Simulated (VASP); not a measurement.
A run of VASP 6.6.1 is set up as follows.

The input INCAR:

```
SYSTEM = EuS
PREC = Accurate ; ENCUT = 600
EDIFF = 1E-6 ; ISMEAR = -1
SIGMA = 0.03 ; LREAL = .FALSE.
LASPH = .TRUE. ; NELM = 200
ALGO = Normal ; ISIF = 2
LWAVE = .FALSE. ; LCHARG = .FALSE.
ISPIN = 2 ; MAGMOM = 5 0
LORBIT = 11 ; NUPDOWN = 5.0
LMAXMIX = 6 ; LDAU = .TRUE.
LDAUTYPE = 2 ; LDAUL = 3 -1
LDAUU = 5.4 0 ; LDAUJ = 0 0
LDAUPRINT = 1 ; GGA = PE
NBANDS = 22 ; GGA_COMPAT = .FALSE.
```

The input KPOINTS:

```
regular mesh
0
G
  7 7 7
  0 0 0
```

File POSCAR:

```
EuS
1.0
    0.0000000000      2.9785000000      2.9785000000
    2.9785000000      0.0000000000      2.9785000000
    2.9785000000      2.9785000000      0.0000000000
Eu S
1 1
Direct
    0.0000000000      0.0000000000      0.0000000000
    0.5000000000      0.5000000000      0.5000000000
```

Potentials or basis: VASP PAW PBE potentials, release 64 (Eu, S).

Run with:

```bash
$ cat potpaw_PBE.64/Eu/POTCAR potpaw_PBE.64/S/POTCAR > POTCAR
$ mpirun -np 1 vasp_std > vasp.out
```

Problem. Predict the pressure.

Solution. -4.4 GPa.

Eigenvalues of the final occupation matrices:
```
    site  spin  trace                         eigenvalues
site 1 f     1   6.39  0.82 0.82 0.82 0.98 0.98 0.98 0.99
site 1 f     2   0.03  0.00 0.00 0.00 0.00 0.01 0.01 0.01
```

Caveat: the cell stands under tension; spin-orbit coupling is left out, which moves the levels of the heavy elements; the total moment is fixed, so each spin has its own Fermi level; a cell with one magnetic atom can't hold antiferromagnetic order, which such compounds often take. The state reached can hang on the start; a lower one may exist.
